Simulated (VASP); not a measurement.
Here is a VASP 6.6.1 calculation.

The input POSCAR:

```
SiC
1.0
    0.0000000000      2.1780523525      2.1780523525
    2.1780523525      0.0000000000      2.1780523525
    2.1780523525      2.1780523525      0.0000000000
Si C
1 1
Direct
    0.0000000000      0.0000000000      0.0000000000
    0.2500000000      0.2500000000      0.2500000000
```

The input INCAR.step1:

```
PREC = Accurate ; ENCUT = 520
EDIFF = 1E-5 ; ISMEAR = 0
SIGMA = 0.01 ; LREAL = F
LASPH = T ; NELM = 80
ALGO = Normal ; ISIF = 2
LWAVE = T ; LCHARG = F
NBANDS = 11 ; GGA = PE
```

File INCAR.step2:

```
PREC = Accurate ; ENCUT = 520
EDIFF = 1E-6 ; ISMEAR = 0
SIGMA = 0.01 ; LREAL = F
LASPH = T ; NELM = 80
ALGO = Normal ; ISIF = 2
LWAVE = F ; LCHARG = F
METAGGA = R2SCAN ; LHFCALC = T
AEXX = 0.1 ; LMIXTAU = T
PRECFOCK = Normal ; NBANDS = 11
ISTART = 1
```

KPOINTS

```
Automatic mesh
0
Gamma
  8 8 8
```

Potentials or basis: VASP PAW PBE potentials, release 64 (Si, C).

Launch:

```sh
$ cat potpaw_PBE.64/Si/POTCAR potpaw_PBE.64/C/POTCAR > POTCAR
$ cp INCAR.step1 INCAR
$ mpirun -np 1 vasp_std > vasp.out
$ cp INCAR.step2 INCAR
$ mpirun -np 1 vasp_std > vasp.out
```

(1) Estimate the band gap on the k mesh.

(2) Predict the pressure.

Answers

(1) 2.30 eV (least direct gap 5.75 eV).

(2) -1.5 GPa.

Caveat: the PAW data sets were made with another functional, which shifts forces and pressure a little.
